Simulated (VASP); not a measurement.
Wanted: the native input for a VASP 6.6.1 run.

```
Task                   : single point
Functional             : PBEsol
Dispersion             : D3(BJ)
Potentials or basis    : VASP PAW PBE potentials, release 64 (Cu)
Cutoff                 : 520 eV
k mesh                 : 12 × 12 × 7
Occupations            : fermi-dirac, width 0.05 eV
Spin                   : no spin polarisation
Dipole correction      : no
Further INCAR settings : ALGO = Normal; EDIFF = 1e-06; NBANDS = 18
```

The structure of Cu lies in POSCAR:

```
Cu
1.0
    2.4961462565      0.0000000000      0.0000000000
   -1.2480731282      2.1617260697      0.0000000000
    0.0000000000      0.0000000000      4.0652917143
Cu
2
Direct
    0.6666666667      0.3333333333      0.7500000000
    0.3333333333      0.6666666667      0.2500000000
```

One way to write it, as run:

INCAR

```
SYSTEM = Cu
PREC = Accurate
ENCUT = 520
EDIFF = 1E-6
ISMEAR = -1
SIGMA = 0.05
LREAL = .FALSE.
LASPH = .TRUE.
NELM = 100
ALGO = Normal
ISIF = 2
LWAVE = .FALSE.
LCHARG = .TRUE.
GGA = PS
IVDW = 12
LELF = .TRUE.
LVHAR = .TRUE.
NBANDS = 18
```

KPOINTS

```
Automatic mesh
0
G
  12 12 7
  0 0 0
```

Potentials or basis: VASP PAW PBE potentials, release 64 (Cu).

Run with:

```sh
$ cat potpaw_PBE.64/Cu/POTCAR > POTCAR
$ mpirun -np 1 vasp_std > vasp.out
```

Results of the run:

```
Pressure                   : -1.7 GPa
Band gap on the k mesh     : zero (band 11 reaches 12.49 eV, above the bottom of band 12 at 6.37 eV)
Dispersion energy per atom : -0.565 eV
```

Caveat: three body term missing; the PAW data sets were made with another functional, which shifts forces and pressure a little; pairwise dispersion overbinds metals, which lowers pressure and volume.

It took 18 s on 1 thread of Intel(R) Xeon(R) Platinum 8488C (Sapphire Rapids), with other jobs on the host, peak memory 0.15 GiB.
